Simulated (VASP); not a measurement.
# Si4C5 in VASP: notebook

Runs on Si4C5. Level: PBE. Tasks: single point.

All numbers are computed with VASP 6.6.1; they aren't measurements. Logs are shortened: lines on timing, memory, paths and dates and some standing lists are left out, and cuts for length are marked.

**1. The cell of the first run**

The cell holds a slab with vacuum, 9 atoms: a = 3.092 Å, b = 3.092 Å, c = 25.234 Å, α = 90.00°, β = 90.00°, γ = 120.00°.

**2. Single point, PBE, collinear spin**

INCAR reads:

```
SYSTEM = Si4C5
  ALGO = Normal
  DIPOL = 0.5 0.5 0.349
  EDIFF = 1E-7
  ENCUT = 520
  GGA = PE
  IDIPOL = 3
  ISIF = 2
  ISMEAR = 0
  ISPIN = 2
  LASPH = .True.
  LCHARG = .False.
  LDIPOL = .True.
  LORBIT = 11
  LREAL = .False.
  LWAVE = .False.
  MAGMOM = 0 0 0 0 2 0 0 0 0
  NBANDS = 32
  NELM = 150
  PREC = Accurate
  SIGMA = 0.05
```

KPOINTS reads:

```
k-points
0
Gamma
  9 9 1
  0 0 0
```

POSCAR reads:

```
Si4C5
1.0
    3.0920147208      0.0000000000      0.0000000000
   -1.5460073604      2.6777632971      0.0000000000
    0.0000000000      0.0000000000     25.2337106667
C Si
5 4
Direct
    0.3333333333      0.6666666667      0.1585181051
    0.6666666667      0.3333333333      0.2590546646
    0.3333333333      0.6666666667      0.3607902149
    0.6666666667      0.3333333333      0.4623551549
    0.6666666667      0.3333333333      0.5652640967
    0.6666666667      0.3333333333      0.1834768895
    0.3333333333      0.6666666667      0.2840134490
    0.6666666667      0.3333333333      0.3842867907
    0.3333333333      0.6666666667      0.4848161584
```

Potentials or basis: VASP PAW PBE potentials, release 64 (C, Si).

The run is started by

```console
$ cat potpaw_PBE.64/C/POTCAR potpaw_PBE.64/Si/POTCAR > POTCAR
$ mpirun -np 1 vasp_std > vasp.out
```

OUTCAR:

```text
SYSTEM = Si4C5
   EDIFF = 1E-7
   ENCUT = 520
   GGA = PE
   ISIF = 2
   ISMEAR = 0
   ISPIN = 2
   LASPH = .True.
   LORBIT = 11
   LREAL = .False.
   NELM = 150
   PREC = Accurate

 ion  position               nearest neighbor table
   1  0.333  0.667  0.159-   6 1.89   6 1.89   6 1.89
   2  0.667  0.333  0.259-   7 1.89   7 1.89   7 1.89   6 1.91
   3  0.333  0.667  0.361-   8 1.88   8 1.88   8 1.88   7 1.94
   4  0.667  0.333  0.462-   9 1.87   9 1.87   9 1.87   8 1.97
   5  0.667  0.333  0.565-
   6  0.667  0.333  0.183-   1 1.89   1 1.89   1 1.89   2 1.91   7 3.10   7 3.10   7 3.10
   7  0.333  0.667  0.284-   2 1.89   2 1.89   2 1.89   3 1.94   8 3.10   8 3.10   8 3.10   6 3.10
                             6 3.10   6 3.10
   8  0.667  0.333  0.384-   3 1.88   3 1.88   3 1.88   4 1.97   7 3.10   7 3.10   7 3.10   9 3.10
                             9 3.10   9 3.10
   9  0.333  0.667  0.485-   4 1.87   4 1.87   4 1.87   8 3.10   8 3.10   8 3.10

  LATTYP: Found a hexagonal cell.
 ALAT       =     3.0920147208
 C/A-ratio  =     8.1609283736

  Lattice vectors:

 A1 = (   3.0920147208,   0.0000000000,   0.0000000000)
 A2 = (  -1.5460073604,   2.6777632971,   0.0000000000)
 A3 = (   0.0000000000,   0.0000000000,  25.2337106667)

Analysis of symmetry for initial positions (statically):
=====================================================================
 Subroutine PRICEL returns:
 Original cell was already a primitive cell.

 Routine SETGRP: Setting up the symmetry group for a
 hexagonal supercell.

 Subroutine GETGRP returns: Found  6 space group operations
 (whereof  6 operations were pure point group operations)
 out of a pool of 24 trial point group operations.

The static configuration has the point symmetry C_3v.

Analysis of symmetry for dynamics (positions and initial velocities):
=====================================================================
 Subroutine PRICEL returns:
 Original cell was already a primitive cell.

 Routine SETGRP: Setting up the symmetry group for a
 hexagonal supercell.

 Subroutine GETGRP returns: Found  6 space group operations
 (whereof  6 operations were pure point group operations)
 out of a pool of 24 trial point group operations.

The dynamic configuration has the point symmetry C_3v.

Analysis of structural, dynamic, and magnetic symmetry:
=====================================================================
 Subroutine PRICEL returns:
 Original cell was already a primitive cell.

 Routine SETGRP: Setting up the symmetry group for a
 hexagonal supercell.

 Subroutine GETGRP returns: Found  6 space group operations
 (whereof  6 operations were pure point group operations)
 out of a pool of 24 trial point group operations.

The overall configuration has the point symmetry C_3v.

 Subroutine INISYM returns: Found  6 space group operations
 (whereof  6 operations are pure point group operations),
 and found     1 'primitive' translations

----------------------------------------------------------------------------------------

                                     Primitive cell

  volume of cell :     208.9271

  direct lattice vectors                    reciprocal lattice vectors
     3.092014721  0.000000000  0.000000000     0.323413725  0.186723001  0.000000000
    -1.546007360  2.677763297  0.000000000     0.000000000  0.373446003  0.000000000
     0.000000000  0.000000000 25.233710667     0.000000000  0.000000000  0.039629526

  length of vectors
     3.092014721  3.092014721 25.233710667     0.373446003  0.373446003  0.039629526

  position of ions in fractional coordinates (direct lattice)
     0.333333333  0.666666667  0.158518105
     0.666666667  0.333333333  0.259054665
     0.333333333  0.666666667  0.360790215
     0.666666667  0.333333333  0.462355155
     0.666666667  0.333333333  0.565264097
     0.666666667  0.333333333  0.183476889
     0.333333333  0.666666667  0.284013449
     0.666666667  0.333333333  0.384286791
     0.333333333  0.666666667  0.484816158

  ion indices of the primitive-cell ions
   primitive index   ion index
                 1           1
[... 62 lines left out ...]
   LNONCOLLINEAR =      F non collinear calculations
   LSORBIT =      F    spin-orbit coupling
   LASPH  =      T    aspherical Exc in radial PAW
   ENCUT  =  520.0 eV  38.22 Ry    6.18 a.u.   5.75  5.75 46.92*2*pi/ulx,y,z
   NELM   =    150;   NELMIN=  2; NELMDL= -5     # of ELM steps
   EDIFF  = 0.1E-06   stopping-criterion for ELM
   LREAL  =      F    real-space projection
   EDIFFG = 0.1E-05   stopping-criterion for IOM
   NSW    =      0    number of steps for IOM
   IBRION =     -1    ionic relax: 0-MD 1-quasi-New 2-CG
   NFREE  =      0    steps in history (QN), initial steepest desc. (CG)
   ISIF   =      2    stress and relaxation
   ISYM   =      2    0-nonsym 1-usesym 2-fastsym
   POTIM  = 0.5000    time-step for ionic-motion
   TEBEG  =    0.0;   TEEND  =   0.0 temperature during run
   PSTRESS=    0.0 pullay stress
   NELECT =      36.0000    total number of electrons
   NUPDOWN=      -1.0000    fix difference up-down
   EMIN   =  10.00;   EMAX   =-10.00  energy-range for DOS
   EFERMI =   0.00;   METHOD = LEGACY
   ISMEAR =     0;   SIGMA  =   0.05  broadening in eV -4-tet -1-fermi 0-gaus
   EFERMI_NEDOS =   21; number of points for ismear=-14 and -15
   IALGO  =     38    algorithm
   IMIX   =      4    mixing-type and parameters
     AMIX     =   0.40;   BMIX     =  1.00
     AMIX_MAG =   1.60;   BMIX_MAG =  1.00
  volume/ion in A,a.u.               =      23.21       156.66
  Fermi-wavevector in a.u.,A,eV,Ry     =   0.910984  1.721510 11.291362  0.829892
  Thomas-Fermi vector in A             =   2.035210
   LORBIT       =     11    0 simple, 1 ext, 2 COOP (PROOUT), +10 PAW based schemes
   GGA     = PE    functional components
   LHFCALC =     F    Hartree Fock is set to
   AEXX    =    0.0000 exact exchange contribution
   IVDW    =     0    specifies the selected vdW correction
   LEPSILON=     F    determine dielectric tensor
   LRPA    =     F    only Hartree local field effects (RPA)
 spin polarized calculation
 Gauss-broadening in eV      SIGMA  =   0.05
  energy-cutoff  :      520.00
  volume of cell :      208.93
 maximum number of plane-waves:      5652
 NGX is ok and might be reduce to    24
   NGX = 11   NGY = 11   NGZ = 93

 dipolmoment           0.000000      0.000000     -1.013613 electrons x Angstroem

 number of electron      36.0000001 magnetization       0.0229019

 number of electron      36.0000001 magnetization      -0.0250163

 dipolmoment           0.000000      0.000000      0.020428 electrons x Angstroem

 Free energy of the ion-electron system (eV)
  ---------------------------------------------------
  ext. energy  EPLUGINS =         0.00000000
  ---------------------------------------------------
  free energy    TOTEN  =       -60.26657849 eV

  energy without entropy =      -60.26380343  energy(sigma->0) =      -60.26519096

 E-fermi :   0.5924     XC(G=0):  -5.7930

 val. band max:        0.5700551496   @ k =   0.3333   0.2222   0.0000
 cond. band min:       0.6056611160   @ k =   0.1111  -0.0000   0.0000
 fundamental gap:      0.0356059664
 Fermi energy:         0.5924278373

 spin component 1

 k-point     1 :       0.0000    0.0000    0.0000
  band No.  band energies     occupation
      1     -15.8925      1.00000
      2     -14.9965      1.00000
      3     -13.8865      1.00000
      4     -12.1818      1.00000
      5      -9.9643      1.00000
      6      -7.7899      1.00000
[... 385 lines left out ...]
     29       8.5216      0.00000
     30       9.1189      0.00000
 Fermi energy:         0.5924278373

 spin component 2

 k-point     1 :       0.0000    0.0000    0.0000
  band No.  band energies     occupation
      1     -15.8864      1.00000
      2     -15.0408      1.00000
      3     -13.9565      1.00000
      4     -12.5140      1.00000
      5      -9.3916      1.00000
      6      -7.7031      1.00000
[... 385 lines left out ...]
     29       8.4321      0.00000
     30       9.1126      0.00000
 [bands above 30 left out]

------------------------ aborting loop because EDIFF is reached ----------------------------------------

 vacuum level on the upper side and lower side of the slab       (xc-potential included)         0.220        -0.217

  FORCE on cell =-STRESS in cart. coord.  units (eV):
  Direction    XX          YY          ZZ          XY          YZ          ZX
  --------------------------------------------------------------------------------------
  -------------------------------------------------------------------------------------
  Total       -2.2354856     -2.2354856     -3.2325960      0.0000000      0.0000000      0.0000000
  in kB      -17.1430308    -17.1430308    -24.7894655      0.0000000      0.0000000      0.0000000
  external PRESSURE =     -19.6918423 kB  Pullay stress =       0.0000000 kB

 VOLUME and BASIS-vectors are now :
 -----------------------------------------------------------------------------
  energy-cutoff  :      520.00
  volume of cell :      208.93
      direct lattice vectors                 reciprocal lattice vectors
     3.092014721  0.000000000  0.000000000     0.323413725  0.186723001  0.000000000
    -1.546007360  2.677763297  0.000000000     0.000000000  0.373446003  0.000000000
     0.000000000  0.000000000 25.233710667     0.000000000  0.000000000  0.039629526

 POSITION                                       TOTAL-FORCE (eV/Angst)
 -----------------------------------------------------------------------------------
     -0.00000      1.78518      4.00000         0.000000     -0.000000      2.540746
      1.54601      0.89259      6.53691         0.000000     -0.000000      0.848714
     -0.00000      1.78518      9.10408         0.000000     -0.000000     -0.402075
      1.54601      0.89259     11.66694        -0.000000      0.000000     -1.351839
      1.54601      0.89259     14.26371         0.000000      0.000000     -1.126048
      1.54601      0.89259      4.62980        -0.000000      0.000000     -2.898056
     -0.00000      1.78518      7.16671        -0.000000     -0.000000     -0.350919
      1.54601      0.89259      9.69698         0.000000     -0.000000      0.392020
     -0.00000      1.78518     12.23371         0.000000      0.000000      2.347456
 -----------------------------------------------------------------------------------
    total drift:                               -0.000000      0.000000     -0.000094

  FREE ENERGIE OF THE ION-ELECTRON SYSTEM (eV)
  ---------------------------------------------------
  free  energy   TOTEN  =       -60.2665784897 eV

  energy  without entropy=      -60.2638034305  energy(sigma->0) =      -60.26519096

 vacuum level on the upper side and lower side of the slab         6.761         6.314

 total charge

# of ion       s       p       d       tot
------------------------------------------
    1        0.863   1.535   0.000   2.398
    2        0.843   1.682   0.000   2.525
    3        0.839   1.693   0.000   2.532
    4        0.849   1.665   0.000   2.515
    5        1.053   0.936   0.000   1.989
    6        0.707   0.964   0.000   1.671
    7        0.707   0.945   0.000   1.652
    8        0.713   0.949   0.000   1.661
    9        0.712   0.881   0.000   1.593
--------------------------------------------------
tot          7.286  11.250   0.000  18.536

 magnetization (x)

# of ion       s       p       d       tot
------------------------------------------
    1       -0.047  -0.314   0.000  -0.361
    2       -0.008  -0.049   0.000  -0.057
    3        0.000  -0.003   0.000  -0.003
    4        0.013   0.024   0.000   0.036
    5        0.016   0.387   0.000   0.402
    6        0.003   0.009   0.000   0.012
    7       -0.002  -0.002   0.000  -0.004
    8        0.007   0.021   0.000   0.028
    9       -0.005  -0.007   0.000  -0.012
--------------------------------------------------
tot         -0.023   0.066   0.000   0.043
```

Run time: 13 min. Hardware: 1 thread of Intel Xeon 8259CL, shared host; peak memory 0.46 GiB.

What came out:

* Free energy: -60.2666 eV
* Largest force: 2.898 eV/Å
* Band gap on the k mesh: zero (filled and empty bands overlap)
* Net moment: -0.03 μB per cell
* Site moments: C -0.36, -0.06, -0.00, +0.04, +0.40; Si +0.01, -0.00, +0.03, -0.01 μB
* Valence electrons inside the program's atomic spheres: C 2.40, 2.52, 2.53, 1.99 (each value once); Si 1.67, 1.65, 1.66, 1.59

Forces on the atoms (eV/Å):
```
C    0.000  0.000  2.541
C    0.000  0.000  0.849
C    0.000  0.000 -0.402
C    0.000  0.000 -1.352
C    0.000  0.000 -1.126
Si   0.000  0.000 -2.898
Si   0.000  0.000 -0.351
Si   0.000  0.000  0.392
Si   0.000  0.000  2.347
```

Levels at points of the mesh, in eV from the Fermi level:
Spin up:
| k point | band 16 | band 17 | band 18 | band 19 | band 20 | band 21 |
| --- | --- | --- | --- | --- | --- | --- |
| (0.00, 0.00, 0.00) | -0.18 | -0.09 | -0.09 | 1.94 | 1.94 | 3.28 |
Spin down:
```
           k point  band 16  band 17  band 18  band 19  band 20  band 21
(0.00, 0.00, 0.00)    -0.46    -0.46     0.17     2.47     2.47     3.51
```

**3. Single point, PBE, collinear spin**

INCAR reads:

```
ALGO = Normal
DIPOL = 0.5 0.5 0.353
EDIFF = 1E-6
ENCUT = 520
GGA = PE
IDIPOL = 3
ISIF = 2
ISMEAR = 0
ISPIN = 2
LASPH = T
LCHARG = T
LDIPOL = T
LELF = T
LORBIT = 11
LREAL = F
LVACPOTAV = T
LVHAR = T
LWAVE = F
MAGMOM = 0 0 0 0 2 0 0 0 0
NBANDS = 32
NELM = 150
PREC = Accurate
SIGMA = 0.05
```

KPOINTS reads:

```
k-points
0
Gamma
  9 9 1
```

Edit POSCAR of step 2 so:

```diff
@@ -12,3 +12,3 @@
     0.6666666667      0.3333333333      0.4623551549
-    0.6666666667      0.3333333333      0.5652640967
+    0.6666666667      0.3333333333      0.6009306704
     0.6666666667      0.3333333333      0.1834768895
```

Potentials or basis: VASP PAW PBE potentials, release 64 (C, Si).

The run is started by

```console
$ cat potpaw_PBE.64/C/POTCAR potpaw_PBE.64/Si/POTCAR > POTCAR
$ mpirun -np 1 vasp_std > vasp.out
```

It took 10 min on 1 thread of Intel Xeon 8259CL, shared host; peak memory 0.46 GiB.

It converged, with:

| Quantity | Value |
| --- | --- |
| Free energy | -58.9499 eV |
| Largest force | 2.860 eV/Å |
| Net moment | 0.93 μB per cell |
| Site moments | C -0.00, +0.01, -0.02, +0.60 (each value once); Si -0.00, -0.01, -0.09 (each value once) μB |
| Valence electrons inside the program's atomic spheres | C 2.39, 2.53, 2.52, 1.95 (each value once); Si 1.66, 1.65, 1.61 (each value once) |

Forces in eV/Å, atoms in the order of the input:
```
C    0.000  0.000  2.370
C    0.000  0.000  1.146
C    0.000  0.000 -0.038
C    0.000  0.000 -0.439
C    0.000  0.000 -1.066
Si   0.000  0.000 -2.860
Si   0.000  0.000 -0.629
Si   0.000  0.000  0.169
Si   0.000  0.000  1.347
```

Levels at points of the mesh, in eV from the Fermi level:
Spin up:
```csv
k point,band 16,band 17,band 18,band 19,band 20,band 21
"(0.00, 0.00, 0.00)",-0.40,0.17,0.17,1.85,1.85,1.89
```
Spin down:
```tsv
k point	band 15	band 16	band 17	band 18	band 19	band 20	band 21	band 22
(0.00, 0.00, 0.00)	-0.73	-0.11	0.18	0.18	2.33	3.17	3.17	3.72
```

The gap in the log of VASP goes by the Fermi energy; the results here count the filled bands.